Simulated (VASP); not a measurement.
Here is a VASP 6.6.1 calculation.

The input INCAR:

```
SYSTEM = Cr
PREC     = Accurate       ! precision mode
ENCUT    = 520            ! plane-wave cutoff, eV
EDIFF    = 1E-6           ! SCF threshold, eV
ISMEAR   = 0              ! smearing method
SIGMA    = 0.1            ! smearing width, eV
LREAL    = .FALSE.        ! projectors in reciprocal space
LASPH    = .TRUE.         ! aspherical terms in the spheres
NELM     = 100            ! most SCF steps
ALGO     = Normal         ! electronic algorithm
ISIF     = 2              ! what is computed and relaxed
LWAVE    = .FALSE.        ! write WAVECAR
LCHARG   = .TRUE.         ! write CHGCAR
GGA      = PE             ! functional
LELF     = .TRUE.         ! ELF
LVHAR    = .TRUE.       
NBANDS   = 12             ! bands
```

The input KPOINTS:

```
Automatic mesh
0
G
  20 20 20
  0 0 0
```

The input POSCAR:

```
Cr
1.0
   -1.4239150086      1.4239150086      1.4239150086
    1.4239150086     -1.4239150086      1.4239150086
    1.4239150086      1.4239150086     -1.4239150086
Cr
1
Direct
    0.0000000000      0.0000000000      0.0000000000
```

Potentials or basis: VASP PAW PBE potentials, release 64 (Cr_pv).

The run is started by

```sh
$ cat potpaw_PBE.64/Cr_pv/POTCAR > POTCAR
$ mpirun -np 1 vasp_std > vasp.out
```

(1) What does it give for the band gap on the k mesh?

(2) Estimate the pressure.

## Answers

(1) zero (band 6 reaches 13.42 eV, above the bottom of band 7 at 10.06 eV).

(2) -1.1 GPa.

Caveat: the run has no spin polarisation, though such a crystal can be magnetic.
